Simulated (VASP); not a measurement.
Ge:

```
Ge
1.0
     4.12984    0.00000    0.00000
    -2.06492    3.57655    0.00000
     0.00000    0.00000   11.20897
Ge
4
Cartesian
  2.0649 1.1922 4.6500
  0.0000 2.3844 10.2545
  0.0000 0.0000 5.3517
  0.0000 0.0000 10.9562
```

Base run:

```yaml
Program: VASP 6.6.1
Functional: PBE
Potentials_or_basis: VASP PAW PBE potentials, release 64 (Ge_d)
Cutoff: 520 eV
k_mesh: 8 × 8 × 3
Occupations: fermi-dirac, width 0.05 eV
Spin: no spin polarisation
```

Its results: band gap on the k mesh 0.38 eV (least direct gap 0.57 eV); pressure -1.7 GPa; largest force 0.154 eV/Å.

Q: The run is repeated on the same cell with these changes: functional from PBE to PBEsol; further incar settings from ALGO = Normal; EDIFF = 1e-06; NBANDS = 36 to ALGO = Normal; EDIFF = 1e-07; NBANDS = 36. What comes out?

A: Band gap on the k mesh 0.35 eV (least direct gap 0.53 eV); pressure -2.9 GPa; largest force 0.294 eV/Å.

Caveats: an odd mesh through Γ misses points on the zone boundary, where band edges can lie; the PAW data sets were made with another functional, which shifts forces and pressure a little (at least some runs).
